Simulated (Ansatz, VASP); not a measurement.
SnTe in VASP and in Ansatz

INCAR

```
SYSTEM = SnTe
PREC = Accurate ; ENCUT = 520
EDIFF = 1E-6 ; ISMEAR = -1
SIGMA = 0.05 ; LREAL = .False.
LASPH = .True. ; NELM = 60
ALGO = Normal ; ISIF = 2
LWAVE = .False. ; LCHARG = .False.
GGA = CA ; NBANDS = 17
```

KPOINTS

```
regular mesh
0
Gamma
  7 7 7
  0 0 0
```

File POSCAR:

```
SnTe
1.0
    0.0000000000      3.6111460000      3.6111460000
    3.6111460000      0.0000000000      3.6111460000
    3.6111460000      3.6111460000      0.0000000000
Te Sn
1 1
Direct
    0.2500000000      0.2500000000      0.2500000000
    0.0000000000      0.0000000000      0.0000000000
```

Contents of input.yaml:

```yaml
crystal:
  lattice:
    - [0.0, 3.611146, 3.611146]
    - [3.611146, 0.0, 3.611146]
    - [3.611146, 3.611146, 0.0]
  atoms:
    - { symbol: Te, position: [0.25, 0.25, 0.25] }
    - { symbol: Sn, position: [0.0, 0.0, 0.0] }
hamiltonian:
  xc: lda
  pseudopotentials: { kind: paw }
kpoints:
  mp_grid: { grid: [7, 7, 7] }
scf:
  occupations: { method: fermi_dirac, width: 0.05 }
output:
  forces: true
  stress: true
  eigenvalues: true
  write_density: true
  write_potential: true
  elf: true
  volumetric_format: npy
```

Alike in both runs: task single point; functional LDA; k mesh 7 × 7 × 7; occupations fermi-dirac, width 0.05 eV; no spin polarisation.

```csv
,VASP,Ansatz
version,VASP 6.6.1,Ansatz 0.2.0
potentials or method,"VASP PAW LDA potentials, release 64 (Te, Sn_d)",Ansatz PAW
plane-wave cutoff (eV),520,420
valence electrons in the cell,20,30
```

|  | VASP | Ansatz | Ansatz less VASP |
| --- | --- | --- | --- |
| gap on the k mesh at the Fermi level (eV) | 0.25 | 0.26 | +0.010 |
| least direct gap on the mesh (eV) | 0.75 | 0.76 | +0.007 |
| pressure (GPa) | -2.2 | -2.2 | -0.02 |

LDA's correlation is that of Perdew and Zunger in VASP and of Perdew and Wang (1992) in Ansatz. VASP's potentials hold 20 valence electrons a cell and Ansatz's 30, so a difference there can come from the potentials and not from the codes.

Spin-orbit coupling is off throughout. Noted on Ansatz's run: odd divisions of the mesh miss points on the zone boundary, where band edges often lie, so the gap on the mesh can be too wide.
